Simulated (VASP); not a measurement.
# Cr (Im-3m) in VASP: a series of runs

Runs on Cr. Level: LDA. Tasks: single point, relaxation of cell and atoms.

Program: VASP 6.6.1. These are calculated values, not measurements. Logs are shortened: lines on timing, memory, paths and dates and some standing lists are left out, and cuts for length are marked.

### 1 The cell of the first run

It takes space group Im-3m (No. 229, cubic). Conventional cell: a = 2.788 Å, b = 2.788 Å, c = 2.788 Å, α = 90.00°, β = 90.00°, γ = 90.00°. Cr (site symmetry m-3m) has 14 Cr at 2.41 to 2.79 Å within 3.2 Å.

### 2 Single point, LDA

The input, INCAR:

```
SYSTEM = Cr
PREC     = Accurate       ! precision mode
ENCUT    = 500            ! plane-wave cutoff, eV
EDIFF    = 1E-6           ! SCF threshold, eV
ISMEAR   = 0              ! smearing method
SIGMA    = 0.1            ! smearing width, eV
LREAL    = .False.        ! projectors in reciprocal space
LASPH    = .True.         ! aspherical terms in the spheres
NELM     = 120            ! most SCF steps
ALGO     = Normal         ! electronic algorithm
ISIF     = 2              ! what is computed and relaxed
LWAVE    = .False.        ! write WAVECAR
LCHARG   = .True.         ! write CHGCAR
GGA      = CA             ! functional
LELF     = .True.         ! ELF
LVHAR    = .True.       
NBANDS   = 12             ! bands
GGA_COMPAT= .False.
```

The input, KPOINTS:

```
regular mesh
0
Gamma
  20 20 20
  0 0 0
```

The input, POSCAR:

```
Cr
1.0
   -1.3941471712      1.3941471712      1.3941471712
    1.3941471712     -1.3941471712      1.3941471712
    1.3941471712      1.3941471712     -1.3941471712
Cr
1
Direct
    0.0000000000      0.0000000000      0.0000000000
```

Potentials or basis: VASP PAW LDA potentials, release 64 (Cr_pv).

Run with:

```
$ cat potpaw_LDA.64/Cr_pv/POTCAR > POTCAR
$ mpirun -np 1 vasp_std > vasp.out
```

OUTCAR:

```text
SYSTEM = Cr
   PREC = Accurate
   ENCUT = 500
   EDIFF = 1E-6
   ISMEAR = 0
   LREAL = .False.
   LASPH = .True.
   NELM = 120
   ISIF = 2
   GGA = CA

 ion  position               nearest neighbor table
   1  0.000  0.000  0.000-

  LATTYP: Found a body centered cubic cell.
 ALAT       =     2.7882943424

  Lattice vectors:

 A1 = (  -1.3941471712,   1.3941471712,   1.3941471712)
 A2 = (   1.3941471712,  -1.3941471712,   1.3941471712)
 A3 = (   1.3941471712,   1.3941471712,  -1.3941471712)

Analysis of symmetry for initial positions (statically):
=====================================================================
 Subroutine PRICEL returns:
 Original cell was already a primitive cell.

 Routine SETGRP: Setting up the symmetry group for a
 body centered cubic supercell.

 Subroutine GETGRP returns: Found 48 space group operations
 (whereof 48 operations were pure point group operations)
 out of a pool of 48 trial point group operations.

The static configuration has the point symmetry O_h .

Analysis of symmetry for dynamics (positions and initial velocities):
=====================================================================
 Subroutine PRICEL returns:
 Original cell was already a primitive cell.

 Routine SETGRP: Setting up the symmetry group for a
 body centered cubic supercell.

 Subroutine GETGRP returns: Found 48 space group operations
 (whereof 48 operations were pure point group operations)
 out of a pool of 48 trial point group operations.

The dynamic configuration has the point symmetry O_h .

 Subroutine INISYM returns: Found 48 space group operations
 (whereof 48 operations are pure point group operations),
 and found     1 'primitive' translations

----------------------------------------------------------------------------------------

                                     Primitive cell

  volume of cell :      10.8389

  direct lattice vectors                    reciprocal lattice vectors
    -1.394147171  1.394147171  1.394147171     0.000000000  0.358642194  0.358642194
     1.394147171 -1.394147171  1.394147171     0.358642194  0.000000000  0.358642194
     1.394147171  1.394147171 -1.394147171     0.358642194  0.358642194  0.000000000

  length of vectors
     2.414733734  2.414733734  2.414733734     0.507196655  0.507196655  0.507196655

  position of ions in fractional coordinates (direct lattice)
     0.000000000  0.000000000  0.000000000

  ion indices of the primitive-cell ions
   primitive index   ion index
                 1           1

----------------------------------------------------------------------------------------

 KPOINTS: regular mesh

Automatic generation of k-mesh.
 Grid dimensions read from file:
 generate k-points for:   20   20   20

 Generating k-lattice:

  Cartesian coordinates                     Fractional coordinates (reciprocal lattice)
     0.000000000  0.017932110  0.017932110     0.050000000  0.000000000  0.000000000
     0.017932110  0.000000000  0.017932110     0.000000000  0.050000000  0.000000000
     0.017932110  0.017932110  0.000000000     0.000000000  0.000000000  0.050000000

  Length of vectors
     0.025359833  0.025359833  0.025359833

  Shift w.r.t. Gamma in fractional coordinates (k-lattice)
     0.000000000  0.000000000  0.000000000

 Subroutine IBZKPT returns following result:
 ===========================================

 Found    256 irreducible k-points:

 Following reciprocal coordinates:
            Coordinates               Weight
  0.000000  0.000000  0.000000      1.000000
  0.050000  0.000000  0.000000     12.000000
  0.100000  0.000000  0.000000     12.000000
  0.150000  0.000000  0.000000     12.000000
  0.200000  0.000000  0.000000     12.000000
  0.250000  0.000000  0.000000     12.000000
[... 16 lines left out ...]
  0.200000  0.100000  0.000000     48.000000
  0.250000  0.100000  0.000000     48.000000
 [... further k-points ...]
   k-points           NKPTS =    256   k-points in BZ     NKDIM =    256   number of bands    NBANDS=     12
   number of dos      NEDOS =    301   number of ions     NIONS =      1
   total plane-waves  NPLWV =   5832
   dimension x,y,z NGX =    18 NGY =   18 NGZ =   18
   dimension x,y,z NGXF=    36 NGYF=   36 NGZF=   36
   ions per type =               1
   NGX,Y,Z   is equivalent  to a cutoff of  12.39, 12.39, 12.39 a.u.
   NGXF,Y,Z  is equivalent  to a cutoff of  24.78, 24.78, 24.78 a.u.
 SYSTEM =  Cr
   PREC   = accura    normal or accurate (medium, high low for compatibility)
   ISTART =      0    job   : 0-new  1-cont  2-samecut
   ICHARG =      2    charge: 1-file 2-atom 10-const
   ISPIN  =      1    spin polarized calculation?
   LNONCOLLINEAR =      F non collinear calculations
   LSORBIT =      F    spin-orbit coupling
   LASPH  =      T    aspherical Exc in radial PAW
   ENCUT  =  500.0 eV  36.75 Ry    6.06 a.u.   4.40  4.40  4.40*2*pi/ulx,y,z
   NELM   =    120;   NELMIN=  2; NELMDL= -5     # of ELM steps
   EDIFF  = 0.1E-05   stopping-criterion for ELM
   LREAL  =      F    real-space projection
   EDIFFG = 0.1E-04   stopping-criterion for IOM
   NSW    =      0    number of steps for IOM
   IBRION =     -1    ionic relax: 0-MD 1-quasi-New 2-CG
   NFREE  =      0    steps in history (QN), initial steepest desc. (CG)
   ISIF   =      2    stress and relaxation
   ISYM   =      2    0-nonsym 1-usesym 2-fastsym
   POTIM  = 0.5000    time-step for ionic-motion
   TEBEG  =    0.0;   TEEND  =   0.0 temperature during run
   PSTRESS=    0.0 pullay stress
   NELECT =      12.0000    total number of electrons
   NUPDOWN=      -1.0000    fix difference up-down
   EMIN   =  10.00;   EMAX   =-10.00  energy-range for DOS
   EFERMI =   0.00;   METHOD = LEGACY
   ISMEAR =     0;   SIGMA  =   0.10  broadening in eV -4-tet -1-fermi 0-gaus
   EFERMI_NEDOS =   21; number of points for ismear=-14 and -15
   IALGO  =     38    algorithm
   IMIX   =      4    mixing-type and parameters
     AMIX     =   0.40;   BMIX     =  1.00
     AMIX_MAG =   1.60;   BMIX_MAG =  1.00
  volume/ion in A,a.u.               =      10.84        73.14
  Fermi-wavevector in a.u.,A,eV,Ry     =   1.693584  3.200409 39.024574  2.868225
  Thomas-Fermi vector in A             =   2.774963
   LORBIT       =      0    0 simple, 1 ext, 2 COOP (PROOUT), +10 PAW based schemes
   GGA     = CA    functional components
   LHFCALC =     F    Hartree Fock is set to
   AEXX    =    0.0000 exact exchange contribution
   IVDW    =     0    specifies the selected vdW correction
   LEPSILON=     F    determine dielectric tensor
   LRPA    =     F    only Hartree local field effects (RPA)
 non-spin polarized calculation
 Gauss-broadening in eV      SIGMA  =   0.10
  energy-cutoff  :      500.00
  volume of cell :       10.84
 maximum number of plane-waves:       285
 NGX is ok and might be reduce to    18
   NGX =  9   NGY =  9   NGZ =  9

 number of electron      12.0000011 magnetization

 Free energy of the ion-electron system (eV)
  ---------------------------------------------------
  ext. energy  EPLUGINS =         0.00000000
  ---------------------------------------------------
  free energy    TOTEN  =       -10.63194852 eV

  energy without entropy =      -10.62858601  energy(sigma->0) =      -10.63026727

 E-fermi :  11.7483     XC(G=0): -14.3790

 val. band max:       11.7384422746   @ k =   0.1000   0.0500   0.0500
 cond. band min:      11.7683759153   @ k =   0.1500   0.0500   0.0000
 fundamental gap:      0.0299336407
 Fermi energy:        11.7482887407

 k-point     1 :       0.0000    0.0000    0.0000
  band No.  band energies     occupation
      1     -30.5123      2.00000
      2     -30.5123      2.00000
      3     -30.5123      2.00000
      4       3.7294      2.00000
      5      10.7250      2.00000
      6      10.7250      2.00000
      7      10.7250      2.00000
      8      12.9044      0.00000
      9      12.9044      0.00000
     10      17.1166      0.00000
     11      34.5587      0.00000
     12      34.5587      0.00000

 k-point     2 :       0.0500    0.0000    0.0000
  band No.  band energies     occupation
      1     -30.5424      2.00000
      2     -30.5215      2.00000
      3     -30.5127      2.00000
      4       3.8465      2.00000
      5      10.6777      2.00000
      6      10.7179      2.00000
      7      10.8071      2.00000
      8      12.8499      0.00000
      9      12.9076      0.00000
     10      17.1164      0.00000
     11      34.3382      0.00000
     12      34.5416      0.00000

 k-point     3 :       0.1000    0.0000    0.0000
  band No.  band energies     occupation
      1     -30.6284      2.00000
      2     -30.5475      2.00000
      3     -30.5135      2.00000
      4       4.1887      2.00000
      5      10.5424      2.00000
      6      10.6852      2.00000
      7      11.0489      2.00000
      8      12.7167      0.00000
      9      12.9184      0.00000
     10      17.1164      0.00000
     11      33.6834      0.00000
     12      34.4193      0.00000
[... 286 lines left out ...]
 k-point    23 :       0.2000    0.1000    0.0000
  band No.  band energies     occupation
      1     -31.1371      2.00000
      2     -30.6976      2.00000
      3     -30.5542      2.00000
      4       6.3929      2.00000
      5       9.8253      2.00000
      6      10.1249      2.00000
      7      12.4047      0.00000
      8      12.9144      0.00000
      9      13.1886      0.00000
     10      17.1162      0.00000
     11      29.4956      0.00000
     12      31.5159      0.00000

 k-point    24 :       0.2500    0.1000    0.0000
  band No.  band energies     occupation
      1     -31.2917      2.00000
      2     -30.7612      2.00000
      3     -30.5574      2.00000
      4       6.9630      2.00000
      5       9.5756      2.00000
      6      10.2108      2.00000
      7      12.5154      0.00000
      8      13.2287      0.00000
      9      13.6703      0.00000
     10      17.1160      0.00000
     11      27.6819      0.00000
     12      30.6457      0.00000

 [... further k-points ...]

------------------------ aborting loop because EDIFF is reached ----------------------------------------

  FORCE on cell =-STRESS in cart. coord.  units (eV):
  Direction    XX          YY          ZZ          XY          YZ          ZX
  --------------------------------------------------------------------------------------
  -------------------------------------------------------------------------------------
  Total       -0.0006963     -0.0006963     -0.0006963     -0.0000000      0.0000000      0.0000000
  in kB       -0.1029195     -0.1029195     -0.1029195     -0.0000000      0.0000000      0.0000000
  external PRESSURE =      -0.1029195 kB  Pullay stress =       0.0000000 kB

 VOLUME and BASIS-vectors are now :
 -----------------------------------------------------------------------------
  energy-cutoff  :      500.00
  volume of cell :       10.84
      direct lattice vectors                 reciprocal lattice vectors
    -1.394147171  1.394147171  1.394147171     0.000000000  0.358642194  0.358642194
     1.394147171 -1.394147171  1.394147171     0.358642194  0.000000000  0.358642194
     1.394147171  1.394147171 -1.394147171     0.358642194  0.358642194  0.000000000

 POSITION                                       TOTAL-FORCE (eV/Angst)
 -----------------------------------------------------------------------------------
      0.00000      0.00000      0.00000         0.000000      0.000000      0.000000
 -----------------------------------------------------------------------------------
    total drift:                                0.000000      0.000000      0.000000

  FREE ENERGIE OF THE ION-ELECTRON SYSTEM (eV)
  ---------------------------------------------------
  free  energy   TOTEN  =       -10.6319485246 eV

  energy  without entropy=      -10.6285860101  energy(sigma->0) =      -10.63026727
```

Wall time 10 s (1 thread of Intel Xeon Platinum 8481C at 2.70GHz (Sapphire Rapids), shared host); peak memory 0.13 GiB.

What came out:

```yaml
Free_energy: -10.6319 eV
Pressure: 0.0 GPa
Band_gap_on_the_k_mesh: zero (bands 6 and 7 overlap by 3.70 eV)
```

Caveat: the run has no spin polarisation, though such a crystal can be magnetic.

### 3 Relaxation of cell and atoms, LDA

This run uses another cell than the first one, of 11.55 Å³/atom.

The input, INCAR:

```
SYSTEM = Cr
PREC = Accurate ; ENCUT = 500
EDIFF = 1E-7 ; ISMEAR = 0
SIGMA = 0.1 ; LREAL = .FALSE.
LASPH = .TRUE. ; NELM = 120
ALGO = Normal ; ISIF = 3
LWAVE = .FALSE. ; LCHARG = .FALSE.
IBRION = 2 ; NSW = 70
EDIFFG = -0.005 ; GGA_COMPAT = .FALSE.
NELMIN = 4
```

The input, KPOINTS:

```
regular mesh
0
G
  20 20 20
  0 0 0
```

The input, POSCAR:

```
Cr
1.0
   -1.4239150034      1.4239150034      1.4239150034
    1.4239150034     -1.4239150034      1.4239150034
    1.4239150034      1.4239150034     -1.4239150034
Cr
1
Direct
    0.0000000000      0.0000000000      0.0000000000
```

Potentials or basis: VASP PAW LDA potentials, release 64 (Cr_pv).

Run with:

```
$ cat potpaw_LDA.64/Cr_pv/POTCAR > POTCAR
$ mpirun -np 1 vasp_std > vasp.out
```

Wall time 35 s (1 thread of Intel Xeon Platinum 8481C at 2.70GHz (Sapphire Rapids), shared host); peak memory 0.15 GiB.

The run converged. Its results:

* Free energy: -10.6326 eV
* Relaxed volume: 10.84 Å³/atom
* Relaxed cell: a = 2.415 Å, b = 2.415 Å, c = 2.415 Å, α = 109.47°, β = 109.47°, γ = 109.47°
* Space group after relaxing (to 0.1 Å): Im-3m (No. 229)
* Energy gained by relaxing: 39.3 meV/atom
* Ionic steps: 7
* Pressure after relaxing: 0.0 GPa
* Band gap on the k mesh: zero (bands 6 and 7 overlap by 3.70 eV)

Step by step:
```
step  energy change (eV)  largest force (eV/Å)  pressure (GPa)  volume (Å³)
   1              0.0000                0.0000          -16.87        11.55
   2              0.1173                0.0000           45.96         9.63
   3             -0.0392                0.0000           -0.71        10.87
   4             -0.0393                0.0000           -0.11        10.85
   5             -0.0393                0.0000            0.29        10.83
   6             -0.0393                0.0000           -0.47        10.86
   7             -0.0393                0.0000            0.01        10.84
```

Final structure:
```yaml
crystal:
  lattice:
    - [-1.39424, 1.39424, 1.39424]
    - [1.39424, -1.39424, 1.39424]
    - [1.39424, 1.39424, -1.39424]
  atoms:
    - { symbol: Cr, position: [0.00000, 0.00000, 0.00000] }
```

Levels at points of the mesh, in eV from the Fermi level:
```
           k point  band 3  band 4  band 5  band 6  band 7  band 8  band 9  band 10
(0.00, 0.00, 0.00)  -42.26   -8.02   -1.02   -1.02   -1.02    1.16    1.16     5.37
(0.50, 0.00, 0.00)  -42.27   -4.78   -2.72    1.19    1.37    1.54    3.12     5.37
(0.50, 0.50, 0.50)  -43.04   -4.78   -4.78    2.68    2.68    2.68    5.37    11.19
```

Caveat: the run has no spin polarisation, though such a crystal can be magnetic. Spin polarisation is off, so any magnetic state and its effect on volume and gap are missing.
